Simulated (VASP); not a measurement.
Here is a VASP 6.6.1 calculation.

File INCAR:

```
  ALGO = Normal
  EDIFF = 1E-7
  ENCUT = 520
  GGA = PE
  ISIF = 2
  ISMEAR = -1
  LASPH = T
  LCHARG = F
  LREAL = F
  LWAVE = F
  NBANDS = 21
  NELM = 60
  PREC = Accurate
  SIGMA = 0.02
```

KPOINTS

```
k-points
0
Gamma
  6 6 4
```

Contents of POSCAR:

```
CdP2C
1.0
    3.3144484692      0.0000000000      0.0000000000
    0.0000000000      3.3144484692      0.0000000000
    0.0000000000      0.0000000000      6.1842711070
Cd P C
1 2 1
Direct
    0.0000000000      0.0000000000      0.0000000000
    0.0000000000      0.5000000000      0.3295789830
    0.5000000000      0.0000000000      0.6704210170
    0.5000000000      0.5000000000      0.5000000000
```

Potentials or basis: VASP PAW PBE potentials, release 64 (Cd, P, C).

The run is started by

```bash
$ cat potpaw_PBE.64/Cd/POTCAR potpaw_PBE.64/P/POTCAR potpaw_PBE.64/C/POTCAR > POTCAR
$ mpirun -np 1 vasp_std > vasp.out
```

(1) Predict the largest force.

(2) What does it give for the pressure?

Answers

(1) 0.050 eV/Å.

(2) -2.2 GPa.
